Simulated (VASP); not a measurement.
Hf, 1 atom in the cell. It takes space group Im-3m (No. 229, cubic). Conventional cell: a = 3.578 Å, b = 3.578 Å, c = 3.578 Å, α = 90.00°, β = 90.00°, γ = 90.00°. Hf (site symmetry m-3m) has 14 Hf at 3.10 to 3.58 Å within 4.1 Å. 

* Program: VASP 6.6.1
* Task: single point
* Functional: BLYP
* Potentials or basis: VASP PAW PBE potentials, release 64 (Hf_pv)
* Cutoff: 520 eV
* k mesh: 20 × 20 × 20
* Occupations: fermi-dirac, width 0.1 eV
* Spin: no spin polarisation
* Dipole correction: no
* Further INCAR settings: ALGO = Normal; EDIFF = 1e-06; NBANDS = 11

Potentials or basis: VASP PAW PBE potentials, release 64 (Hf_pv).

The run is started by

```console
$ cat potpaw_PBE.64/Hf_pv/POTCAR > POTCAR
$ mpirun -np 1 vasp_std > vasp.out
```

Hardware: 1 thread of Intel Xeon 8259CL (shared host).

Task: How long does it take, and how much memory?

Result: Run time: 56 s on 1 thread of Intel Xeon 8259CL, on a shared host, peak memory 0.19 GiB. Counts: scf iterations 11, k points 256.
